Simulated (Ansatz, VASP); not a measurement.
# One calculation of GaSbTeSe2, two programs

```
CELL_PARAMETERS angstrom
5.18004 0.00000 0.00000
-2.59002 4.48605 0.00000
0.00000 0.00000 10.13320
ATOMIC_POSITIONS crystal
Ga 0.66667 0.33333 0.50000
Sb 0.66667 0.33333 0.00000
Te 0.33333 0.66667 0.00000
Se 0.66667 0.33333 0.72093
Se 0.66667 0.33333 0.27907
```

Alike in both runs: functional PBE; k mesh 12 × 12 × 4; occupations gaussian, width 0.1 eV; no spin polarisation.

Ansatz relaxed the structure, and its values are those at the end. VASP's run is a single point on that final structure, the one shown.

```csv
,VASP,Ansatz
version,VASP 6.6.1,Ansatz 0.2.0
potentials or method,"VASP PAW PBE potentials, release 64 (Ga_d, Sb, Te, Se), cutoff 520 eV","scalar-relativistic, plane waves, PAW"
valence electrons in the cell,36,76
```

Ansatz gave:

* gap on the k mesh at the Fermi level (eV): none
* pressure (GPa): 0.0
* rms of the force components (eV/Å): 0.000

**Question.** What did VASP give for the same quantities?

**Answer.** gap on the k mesh at the Fermi level (eV): none; pressure (GPa): 0.0; rms of the force components (eV/Å): 0.010.

A gap of «none» marks a metal or a gap that the smearing closes. VASP's potentials hold 36 valence electrons a cell and Ansatz's 76, so a difference there can come from the potentials and not from the codes.

Spin-orbit coupling is off throughout.
